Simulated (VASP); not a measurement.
# CuGe4 in VASP: further runs, part 2 of 2

VASP 6.6.1.

### 3 Single point, PBE+D3(BJ)

File INCAR:

```
SYSTEM = CuGe4
PREC     = Accurate       ! precision mode
ENCUT    = 520            ! plane-wave cutoff, eV
EDIFF    = 1E-7           ! SCF threshold, eV
ISMEAR   = 0              ! smearing method
SIGMA    = 0.1            ! smearing width, eV
LREAL    = .False.        ! projectors in reciprocal space
LASPH    = .True.         ! aspherical terms in the spheres
NELM     = 100            ! most SCF steps
ALGO     = Fast           ! electronic algorithm
ISIF     = 2              ! what is computed and relaxed
LWAVE    = .False.        ! write WAVECAR
LCHARG   = .False.        ! write CHGCAR
LDIPOL   = .True.       
IDIPOL   = 3            
DIPOL    = 0.5 0.5 0.335
GGA      = PE             ! functional
IVDW     = 12             ! dispersion correction
NBANDS   = 42             ! bands
```

File KPOINTS:

```
regular mesh
0
Gamma
  9 9 1
  0 0 0
```

File POSCAR:

```
CuGe4
1.0
    4.0303587933      0.0000000000      0.0000000000
   -2.0151793967      3.4903931014      0.0000000000
    0.0000000000      0.0000000000     21.4984134729
Ge Cu
4 1
Direct
    0.3333333333      0.6666666667      0.1860602414
    0.0000000000      0.0000000000      0.2243278812
    0.0000000000      0.0000000000      0.3459155542
    0.6666666667      0.3333333333      0.3813496974
    0.7777777778      0.7777777778      0.5348493966
```

Potentials or basis: VASP PAW PBE potentials, release 64 (Ge_d, Cu).

On the command line:

```
> cat potpaw_PBE.64/Ge_d/POTCAR potpaw_PBE.64/Cu/POTCAR > POTCAR
> mpirun -np 1 vasp_std > vasp.out
```

It took 19 min on 1 thread of Oxide Virtual Turin-like, shared host; peak memory 0.63 GiB.

It converged, with:

- Free energy: -18.8233 eV
- Largest force: 0.506 eV/Å
- Band gap on the k mesh: zero (an odd number of electrons rules out a gap without spin polarisation)
- Dispersion energy per atom: -0.232 eV

Forces in eV/Å, atoms in the order of the input:
```
Ge  -0.005 -0.033  0.159
Ge   0.003  0.032 -0.102
Ge   0.014  0.004 -0.060
Ge  -0.037  0.110  0.493
Cu   0.025 -0.112 -0.491
```

Levels at points of the mesh, in eV from the Fermi level:
```
           k point  band 31  band 32  band 33  band 34  band 35  band 36
(0.00, 0.00, 0.00)    -0.55    -0.54     0.05     0.05     0.68     1.16
```

### 4 Single point, PBE+D3(BJ)

File INCAR:

```
  PREC = Accurate
  ENCUT = 520
  EDIFF = 1E-7
  ISMEAR = 0
  SIGMA = 0.1
  LREAL = F
  LASPH = T
  NELM = 80
  ALGO = Fast
  ISIF = 2
  LWAVE = F
  LCHARG = F
  LDIPOL = T
  IDIPOL = 3
  DIPOL = 0.5 0.5 0.335
  GGA = PE
  IVDW = 12
  NBANDS = 42
```

File KPOINTS:

```
Automatic mesh
0
Gamma
  9 9 1
```

Edit POSCAR of step 3 so:

```diff
@@ -12,2 +12,2 @@
     0.6666666667      0.3333333333      0.3813496974
-    0.7777777778      0.7777777778      0.5348493966
+    0.6666666667      1.2222222222      0.5348493966
```

On the command line:

```
> cat potpaw_PBE.64/Ge_d/POTCAR potpaw_PBE.64/Cu/POTCAR > POTCAR
> mpirun -np 1 vasp_std > vasp.out
```

It took 20 min on 1 thread of Oxide Virtual Turin-like, shared host; peak memory 0.63 GiB.

Results (log left out):

```
Free energy                : -18.9974 eV
Largest force              : 0.807 eV/Å
Band gap on the k mesh     : zero (an odd number of electrons rules out a gap without spin polarisation)
Dispersion energy per atom : -0.230 eV
```

Forces on the atoms (eV/Å):
```
Ge  -0.011  0.014  0.145
Ge   0.010 -0.015 -0.036
Ge  -0.001  0.006 -0.110
Ge   0.052 -0.094  0.800
Cu  -0.050  0.088 -0.799
```

Levels at points of the mesh, in eV from the Fermi level:
```
           k point  band 31  band 32  band 33  band 34  band 35  band 36
(0.00, 0.00, 0.00)    -0.51    -0.50     0.07     0.07     0.72     1.19
```

### 5 Single point, PBE+D3(BJ)

File INCAR:

```
  PREC = Accurate
  ENCUT = 520
  EDIFF = 1E-7
  ISMEAR = 0
  SIGMA = 0.1
  LREAL = False
  LASPH = True
  NELM = 100
  ALGO = Fast
  ISIF = 2
  LWAVE = False
  LCHARG = False
  LDIPOL = True
  IDIPOL = 3
  DIPOL = 0.5 0.5 0.335
  GGA = PE
  IVDW = 12
  NBANDS = 42
```

KPOINTS is that of step 4.

Edit POSCAR of step 4 so:

```diff
@@ -12,2 +12,2 @@
     0.6666666667      0.3333333333      0.3813496974
-    0.6666666667      1.2222222222      0.5348493966
+    0.8888888889      1.0000000000      0.5348493966
```

Potentials or basis: VASP PAW PBE potentials, release 64 (Ge_d, Cu).

On the command line:

```
> cat potpaw_PBE.64/Ge_d/POTCAR potpaw_PBE.64/Cu/POTCAR > POTCAR
> mpirun -np 1 vasp_std > vasp.out
```

OUTCAR:

```text
PREC = Accurate
   ENCUT = 520
   EDIFF = 1E-7
   ISMEAR = 0
   LREAL = False
   LASPH = True
   NELM = 100
   ISIF = 2
   GGA = PE
   IVDW = 12
 IVDW          = 12

 ion  position               nearest neighbor table
   1  0.333  0.667  0.186-   2 2.47   2 2.47   2 2.47
   2  0.000  0.000  0.224-   1 2.47   1 2.47   1 2.47   3 2.61
   3  0.000  0.000  0.346-   4 2.45   4 2.45   4 2.45   2 2.61
   4  0.667  0.333  0.381-   3 2.45   3 2.45   3 2.45
   5  0.889  0.000  0.535-

  LATTYP: Found a hexagonal cell.
 ALAT       =     4.0303587933
 C/A-ratio  =     5.3341190141

[... 1292 lines left out ...]
  -------------------------------------------------------------------------------------
  Total      -2.21671    -2.25360    -1.70786     0.13500     0.07118    -0.17245
  in kB     -11.74342   -11.93885    -9.04773     0.71521     0.37707    -0.91360
  external pressure =      -10.91 kB  Pullay stress =        0.00 kB

 VOLUME and BASIS-vectors are now :
 -----------------------------------------------------------------------------
  energy-cutoff  :      520.00
  volume of cell :      302.43
      direct lattice vectors                 reciprocal lattice vectors
     4.030358793  0.000000000  0.000000000     0.248116868  0.143250340  0.000000000
    -2.015179397  3.490393101  0.000000000     0.000000000  0.286500681  0.000000000
     0.000000000  0.000000000 21.498413473     0.000000000  0.000000000  0.046515060

 POSITION                                       TOTAL-FORCE (eV/Angst)
 -----------------------------------------------------------------------------------
     -0.00000      2.32693      4.00000        -0.020856      0.004437      0.166755
      0.00000      0.00000      4.82269         0.020772     -0.004452     -0.126106
      0.00000      0.00000      7.43664         0.007988      0.002858     -0.040171
      2.01518      1.16346      8.19841         0.049813     -0.026170      0.425028
      3.58254      0.00000     11.49841        -0.057717      0.023326     -0.425506
 -----------------------------------------------------------------------------------
    total drift:                               -0.001630      0.000005     -0.003844

  FREE ENERGIE OF THE ION-ELECTRON SYSTEM (eV)
  ---------------------------------------------------
  free  energy   TOTEN  =       -18.7900024542 eV

  energy  without entropy=      -18.7786143126  energy(sigma->0) =      -18.78430838

 vacuum level on the upper side and lower side of the slab         3.142         3.124
```

OSZICAR:

```text
N       E                     dE             d eps       ncg     rms          rms(c)
DAV:   1     0.617282200219E+03    0.61728E+03   -0.33493E+04  4144   0.267E+03
DAV:   2     0.886239736859E+02   -0.52866E+03   -0.51453E+03  3692   0.724E+02
DAV:   3    -0.118646982329E+02   -0.10049E+03   -0.98627E+02  4660   0.210E+02
[... 20 lines left out ...]
RMM:  24    -0.176304573697E+02   -0.56556E-05   -0.13078E-06  3565   0.514E-03    0.522E-04
RMM:  25    -0.176304589414E+02   -0.15717E-05   -0.41626E-07  3387   0.243E-03    0.114E-03
RMM:  26    -0.176304598415E+02   -0.90014E-06   -0.13189E-07  2968   0.115E-03    0.119E-03
RMM:  27    -0.176304600151E+02   -0.17357E-06   -0.48072E-08  2699   0.129E-03    0.581E-04
RMM:  28    -0.176304600442E+02   -0.29188E-07   -0.22130E-08  2390   0.737E-04
   1 F= -.18790002E+02 E0= -.18784308E+02  d E =-.113881E-01
```

stdout:

```text
POSCAR found type information on POSCAR GeCu
 POSCAR found :  2 types and       5 ions
 scaLAPACK will be used
 LDA part: xc-table for (Slater+PW92), standard interpolation
 POSCAR, INCAR and KPOINTS ok, starting setup
 FFT: planning ... GRIDC
 FFT: planning ... GRID_SOFT
 FFT: planning ... GRID
 WAVECAR not read
 entering main loop
 num prob RMM:  22    -0.176304450582E+02   -0.24074E-04   -0.26952E-06  4053   0.808E-03    0.301E-03
 num prob  num prob  num prob  num prob  num prob  num prob RMM:  23    -0.176304517141E+02   -0.66559E-05   -0.56881E-07  3415   0.300E-03    0.363E-03
 num prob  num prob  num prob  num prob  num prob  num prob RMM:  26    -0.176304598415E+02   -0.90014E-06   -0.13189E-07  2968   0.115E-03    0.119E-03
```

It took 25 min on 1 thread of Oxide Virtual Turin-like, shared host; peak memory 0.62 GiB.

Results:

* Free energy: -18.7900 eV
* Largest force: 0.430 eV/Å
* Band gap on the k mesh: zero (an odd number of electrons rules out a gap without spin polarisation)
* Dispersion energy per atom: -0.232 eV

Forces on the atoms (eV/Å):
```
Ge  -0.021  0.004  0.167
Ge   0.021 -0.004 -0.126
Ge   0.008  0.003 -0.040
Ge   0.050 -0.026  0.425
Cu  -0.058  0.023 -0.426
```

### 6 Overview

```tsv
cell	further INCAR settings	gap on the mesh (eV)	largest force (eV/Å)
as given, atomic positions A	ALGO = Fast; EDIFF = 1e-06; NBANDS = 42	none	0.64
as given, atomic positions B	ALGO = Fast; EDIFF = 1e-07; NBANDS = 42	none	0.51
as given, atomic positions C	ALGO = Fast; EDIFF = 1e-07; NBANDS = 42	none	0.81
as given, atomic positions D	ALGO = Fast; EDIFF = 1e-07; NBANDS = 42	none	0.43
```

Alike in all rows: task single point; level PBE+D3(BJ); potentials or basis VASP PAW PBE potentials, release 64 (Ge_d, Cu); no spin polarisation; k mesh 9 × 9 × 1; cutoff (eV) 520; smearing gaussian 0.1 eV.

Total energies depend on the potentials used, so only differences within one code and one set of settings carry meaning.
